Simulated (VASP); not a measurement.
A run of VASP 6.6.1:

The input INCAR:

```
ALGO = Normal
EDIFF = 1E-7
ENCUT = 520
GGA = PE
ISIF = 2
ISMEAR = 0
LASPH = T
LCHARG = F
LREAL = F
LWAVE = F
NBANDS = 14
NELM = 100
PREC = Accurate
SIGMA = 0.1
```

KPOINTS

```
k-points
0
Gamma
  16 16 16
```

POSCAR

```
IrO
1.0
    0.0000000000      2.5341682273      2.5341682273
    2.5341682273      0.0000000000      2.5341682273
    2.5341682273      2.5341682273      0.0000000000
Ir O
1 1
Direct
    0.0000000000      0.0000000000      0.0000000000
    0.2500000000      0.2500000000      0.2500000000
```

Potentials or basis: VASP PAW PBE potentials, release 64 (Ir, O).

Run with:

```console
$ cat potpaw_PBE.64/Ir/POTCAR potpaw_PBE.64/O/POTCAR > POTCAR
$ mpirun -np 1 vasp_std > vasp.out
```

Hardware: 1 thread of Intel(R) Xeon(R) 6975P-C (Granite Rapids) (shared host).

Question: How long does it take, and how much memory?

Answer: It took 30 s on 1 thread of Intel(R) Xeon(R) 6975P-C (Granite Rapids) (shared host), peak memory 0.21 GiB. Counts: scf iterations 14, k points 145.
